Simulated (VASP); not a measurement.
# Ti3Si2 (Pm-3m) in VASP: a series of runs, part 2 of 2

VASP 6.6.1. Earlier steps stand in the parts before.

## Step 3: Single point, PBE, collinear spin, ferromagnetic start

Contents of INCAR:

```
SYSTEM = Ti3Si2
PREC     = Accurate       ! precision mode
ENCUT    = 520            ! plane-wave cutoff, eV
EDIFF    = 1E-7           ! SCF threshold, eV
ISMEAR   = 0              ! smearing method
SIGMA    = 0.1            ! smearing width, eV
LREAL    = .False.        ! projectors in reciprocal space
LASPH    = .True.         ! aspherical terms in the spheres
NELM     = 150            ! most SCF steps
ALGO     = Normal         ! electronic algorithm
ISIF     = 2              ! what is computed and relaxed
LWAVE    = .False.        ! write WAVECAR
LCHARG   = .True.         ! write CHGCAR
ISPIN    = 2              ! spin polarisation
MAGMOM   = 1 1 1 0 0      ! initial moments
LORBIT   = 11             ! projections on sites
LMAXMIX  = 4              ! l up to which the mixer works
GGA      = PE             ! functional
LELF     = .True.         ! ELF
LVHAR    = .True.       
NBANDS   = 34             ! bands
```

Contents of KPOINTS:

```
regular mesh
0
Gamma
  4 4 4
  0 0 0
```

Contents of POSCAR:

```
Ti3Si2
1.0
    4.5498130489      0.0000000000      0.0000000000
    0.0000000000      4.5498130489      0.0000000000
    0.0000000000      0.0000000000      4.5498130489
Ti Si
3 2
Direct
    0.0000000000      0.5000000000      0.5000000000
    0.5000000000      0.0000000000      0.5000000000
    0.5000000000      0.5000000000      0.0000000000
    0.5000000000      0.5000000000      0.5000000000
    0.0000000000      0.0000000000      0.0000000000
```

Potentials or basis: VASP PAW PBE potentials, release 64 (Ti_sv, Si).

Launch:

```console
$ cat potpaw_PBE.64/Ti_sv/POTCAR potpaw_PBE.64/Si/POTCAR > POTCAR
$ mpirun -np 1 vasp_std > vasp.out
```

OUTCAR:

```text
SYSTEM = Ti3Si2
   PREC = Accurate
   ENCUT = 520
   EDIFF = 1E-7
   ISMEAR = 0
   LREAL = .False.
   LASPH = .True.
   NELM = 150
   ISIF = 2
   ISPIN = 2
   LORBIT = 11
   GGA = PE

 ion  position               nearest neighbor table
   1  0.000  0.500  0.500-   4 2.27   4 2.27
   2  0.500  0.000  0.500-   4 2.27   4 2.27
   3  0.500  0.500  0.000-   4 2.27   4 2.27
   4  0.500  0.500  0.500-   1 2.27   2 2.27   3 2.27   3 2.27   2 2.27   1 2.27
   5  0.000  0.000  0.000-

  LATTYP: Found a simple cubic cell.
 ALAT       =     4.5498130489

  Lattice vectors:

 A1 = (   4.5498130489,   0.0000000000,   0.0000000000)
 A2 = (   0.0000000000,   4.5498130489,   0.0000000000)
 A3 = (   0.0000000000,   0.0000000000,   4.5498130489)

Analysis of symmetry for initial positions (statically):
=====================================================================
 Subroutine PRICEL returns:
 Original cell was already a primitive cell.

 Routine SETGRP: Setting up the symmetry group for a
 simple cubic supercell.

 Subroutine GETGRP returns: Found 48 space group operations
 (whereof 48 operations were pure point group operations)
 out of a pool of 48 trial point group operations.

The static configuration has the point symmetry O_h .

Analysis of symmetry for dynamics (positions and initial velocities):
=====================================================================
 Subroutine PRICEL returns:
 Original cell was already a primitive cell.

 Routine SETGRP: Setting up the symmetry group for a
 simple cubic supercell.

 Subroutine GETGRP returns: Found 48 space group operations
 (whereof 48 operations were pure point group operations)
 out of a pool of 48 trial point group operations.
[... 151 lines left out ...]
  free energy    TOTEN  =       -33.09669937 eV

  energy without entropy =      -33.06266950  energy(sigma->0) =      -33.07968444

 E-fermi :   7.1983     XC(G=0): -10.5522

 val. band max:        7.1844656635   @ k =   0.5000   0.2500   0.0000
 cond. band min:       7.2191958218   @ k =   0.5000   0.2500   0.2500
 fundamental gap:      0.0347301583
 Fermi energy:         7.1982644844

 spin component 1

 k-point     1 :       0.0000    0.0000    0.0000
  band No.  band energies     occupation
      1     -49.9997      1.00000
      2     -49.9614      1.00000
      3     -49.9614      1.00000
      4     -26.3610      1.00000
      5     -26.3610      1.00000
      6     -26.3610      1.00000
[... 359 lines left out ...]
     33      10.9734      0.00000
     34      10.9734      0.00000
 Fermi energy:         7.1982644844

 spin component 2

 k-point     1 :       0.0000    0.0000    0.0000
  band No.  band energies     occupation
      1     -49.9432      1.00000
      2     -49.9049      1.00000
      3     -49.9049      1.00000
      4     -26.3049      1.00000
      5     -26.3049      1.00000
      6     -26.3049      1.00000
[... 359 lines left out ...]
     33      11.0256      0.00000
     34      11.0256      0.00000

------------------------ aborting loop because EDIFF is reached ----------------------------------------

  FORCE on cell =-STRESS in cart. coord.  units (eV):
  Direction    XX          YY          ZZ          XY          YZ          ZX
  --------------------------------------------------------------------------------------
  -------------------------------------------------------------------------------------
  Total        0.0860502      0.0860502      0.0860502     -0.0000000     -0.0000000      0.0000000
  in kB        1.4637995      1.4637995      1.4637995     -0.0000000     -0.0000000      0.0000000
  external PRESSURE =       1.4637995 kB  Pullay stress =       0.0000000 kB

 VOLUME and BASIS-vectors are now :
 -----------------------------------------------------------------------------
  energy-cutoff  :      520.00
  volume of cell :       94.18
      direct lattice vectors                 reciprocal lattice vectors
     4.549813049  0.000000000  0.000000000     0.219789251  0.000000000  0.000000000
     0.000000000  4.549813049  0.000000000     0.000000000  0.219789251  0.000000000
     0.000000000  0.000000000  4.549813049     0.000000000  0.000000000  0.219789251

 POSITION                                       TOTAL-FORCE (eV/Angst)
 -----------------------------------------------------------------------------------
      0.00000      2.27491      2.27491         0.000000      0.000000      0.000000
      2.27491      0.00000      2.27491         0.000000      0.000000      0.000000
      2.27491      2.27491      0.00000         0.000000      0.000000      0.000000
      2.27491      2.27491      2.27491         0.000000      0.000000      0.000000
      0.00000      0.00000      0.00000         0.000000      0.000000      0.000000
 -----------------------------------------------------------------------------------
    total drift:                                0.000000      0.000000      0.000000

  FREE ENERGIE OF THE ION-ELECTRON SYSTEM (eV)
  ---------------------------------------------------
  free  energy   TOTEN  =       -33.0966993734 eV

  energy  without entropy=      -33.0626694972  energy(sigma->0) =      -33.07968444

 total charge

# of ion       s       p       d       tot
------------------------------------------
    1        2.177   6.123   1.967  10.266
    2        2.177   6.123   1.967  10.266
    3        2.177   6.123   1.967  10.266
    4        0.851   1.150   0.000   2.001
    5        0.764   0.703   0.000   1.468
--------------------------------------------------
tot          8.146  20.221   5.901  34.268

 magnetization (x)

# of ion       s       p       d       tot
------------------------------------------
    1        0.001   0.001   0.058   0.059
    2        0.001   0.001   0.058   0.059
    3        0.001   0.001   0.058   0.059
    4       -0.001  -0.003   0.000  -0.004
    5       -0.000  -0.004   0.000  -0.004
--------------------------------------------------
tot          0.000  -0.004   0.174   0.170
```

OSZICAR:

```text
N       E                     dE             d eps       ncg     rms          rms(c)
DAV:   1     0.523351067439E+03    0.52335E+03   -0.21162E+04  1360   0.141E+03
DAV:   2     0.222159897769E+02   -0.50114E+03   -0.48535E+03  1372   0.449E+02
[... 13 lines left out ...]
DAV:  16    -0.330966944176E+02   -0.38978E-05   -0.83405E-06  1740   0.111E-02    0.586E-03
DAV:  17    -0.330966978854E+02   -0.34678E-05   -0.12215E-05  1764   0.131E-02    0.332E-03
DAV:  18    -0.330966990205E+02   -0.11352E-05   -0.41946E-06  1886   0.763E-03    0.226E-03
DAV:  19    -0.330966993069E+02   -0.28636E-06   -0.14101E-06  1510   0.460E-03    0.107E-03
DAV:  20    -0.330966993695E+02   -0.62611E-07   -0.12101E-06  1594   0.445E-03    0.370E-04
DAV:  21    -0.330966993734E+02   -0.38908E-08   -0.69357E-08   810   0.187E-03
   1 F= -.33096699E+02 E0= -.33079684E+02  d E =-.340299E-01  mag=     0.2314
```

stdout:

```text
POSCAR found type information on POSCAR TiSi
 POSCAR found :  2 types and       5 ions
 scaLAPACK will be used
 LDA part: xc-table for (Slater+PW92), standard interpolation
 POSCAR, INCAR and KPOINTS ok, starting setup
 FFT: planning ... GRIDC
 FFT: planning ... GRID_SOFT
 FFT: planning ... GRID
 WAVECAR not read
 entering main loop
```

Run time: 59 s. Hardware: 1 thread of Intel Xeon 6975P-C, shared host; peak memory 0.25 GiB.

What came out:

| Item | Value |
| --- | --- |
| Free energy | -33.0967 eV |
| Pressure | 0.1 GPa |
| Net moment | 0.23 μB per cell |
| Site moments | Ti +0.06; Si -0.00 μB |
| Valence electrons inside the program's atomic spheres | Ti 10.27; Si 2.00, 1.47 |

## Step 4: Relaxation of cell and atoms, PBE

Contents of INCAR:

```
SYSTEM = Ti3Si2
ALGO = Fast
EDIFF = 1E-6
EDIFFG = -0.01
ENCUT = 600
GGA = PE
IBRION = 2
ISIF = 3
ISMEAR = 0
LASPH = .True.
LCHARG = .False.
LREAL = .False.
LWAVE = .False.
NELM = 60
NSW = 100
PREC = Accurate
SIGMA = 0.1
```

Contents of KPOINTS:

```
k-points
0
Gamma
  8 8 8
  0 0 0
```

POSCAR is that of step 3.

Launch:

```console
$ cat potpaw_PBE.64/Ti_sv/POTCAR potpaw_PBE.64/Si/POTCAR > POTCAR
$ mpirun -np 1 vasp_std > vasp.out
```

Wall time 3.3 min (1 thread of Intel Xeon 6975P-C, shared host); peak memory 0.26 GiB.

The run converged. Its results:

| Item | Value |
| --- | --- |
| Free energy | -33.0931 eV |
| Pressure after relaxing | -0.1 GPa |
| Band gap on the k mesh | zero (band 22 reaches 7.42 eV, above the bottom of band 23 at 7.12 eV) |

Final structure:
```xyz
5
Lattice="4.5498 0.0000 0.0000 0.0000 4.5498 0.0000 0.0000 0.0000 4.5498" Properties=species:S:1:pos:R:3 pbc="T T T"
Ti    0.0000    2.2749    2.2749
Ti    2.2749    0.0000    2.2749
Ti    2.2749    2.2749    0.0000
Si    2.2749    2.2749    2.2749
Si    0.0000    0.0000    0.0000
```

Levels at points of the mesh, in eV from the Fermi level:
```tsv
k point	band 18	band 19	band 20	band 21	band 22	band 23	band 24	band 25	band 26
(0.00, 0.00, 0.00)	-1.67	-1.67	-1.67	-1.32	-1.32	0.77	1.53	1.54	1.54
(0.50, 0.00, 0.00)	-2.08	-1.98	-1.98	-1.39	-0.36	0.53	0.70	0.81	1.15
(0.50, 0.50, 0.00)	-2.02	-2.02	-1.82	-0.48	-0.48	0.33	0.33	0.51	2.35
(0.50, 0.50, 0.50)	-2.37	-2.37	-2.37	0.14	0.14	0.14	0.25	0.25	0.25
```

Caveat: the relaxation stopped at its first step, so nothing moved.

## Step 5: Overview

| task | spin | cell | k mesh | cutoff (eV) | gap on the mesh (eV) | pressure (GPa) |
| --- | --- | --- | --- | --- | --- | --- |
| single point | off | a = 4.549 Å, 5 atoms | 8 × 8 × 8 | 520 | none | 0.0 |
| single point | collinear, ferromagnetic start | a = 4.550 Å, 5 atoms | 4 × 4 × 4 | 520 | none | 0.1 |
| relaxation of cell and atoms | off | relaxed from a = 4.550 Å, 5 atoms | 8 × 8 × 8 | 600 | none | -0.1 |

Alike in all rows: level PBE; potentials or basis VASP PAW PBE potentials, release 64 (Ti_sv, Si); smearing gaussian 0.1 eV.

Caveats: the relaxation stopped at its first step, so nothing moved (some runs).

Absolute energies hang on the potentials; compare differences alone.
